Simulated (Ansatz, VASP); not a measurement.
**One calculation of Cr3Cl, two programs**

```
CELL_PARAMETERS angstrom
-2.01469 2.01469 3.86676
2.01469 -2.01469 3.86676
2.01469 2.01469 -3.86676
ATOMIC_POSITIONS crystal
Cr 0.50000 0.50000 0.00000
Cr 0.25000 0.75000 0.50000
Cr 0.75000 0.25000 0.50000
Cl 0.00000 0.00000 0.00000
```

Alike in both runs: functional PBE; k mesh 16 × 16 × 16; occupations gaussian, width 0.1 eV; collinear spin.

Ansatz relaxed the structure, and its values are those at the end. VASP's run is a single point on that final structure, the one shown.

|  | VASP | Ansatz |
| --- | --- | --- |
| version | VASP 6.6.1 | Ansatz 0.2.0 |
| potentials or method | VASP PAW PBE potentials, release 64 (Cr_pv, Cl), cutoff 500 eV | scalar-relativistic, plane waves, PAW |
| valence electrons in the cell | 43 | 49 |

```csv
,VASP,Ansatz,Ansatz less VASP
gap on the k mesh at the Fermi level (eV),none,none,-
pressure (GPa),0.2,0.0,-0.14
net moment per atom (μB),0.94,0.93,-0.004
size of the moment on the site where the two differ most (μB),3.25,3.20,-0.055
```

Site moments also hang on the region over which each program counts them. A gap of «none» marks a metal or a gap that the smearing closes. VASP's potentials hold 43 valence electrons a cell and Ansatz's 49, so a difference there can come from the potentials and not from the codes.
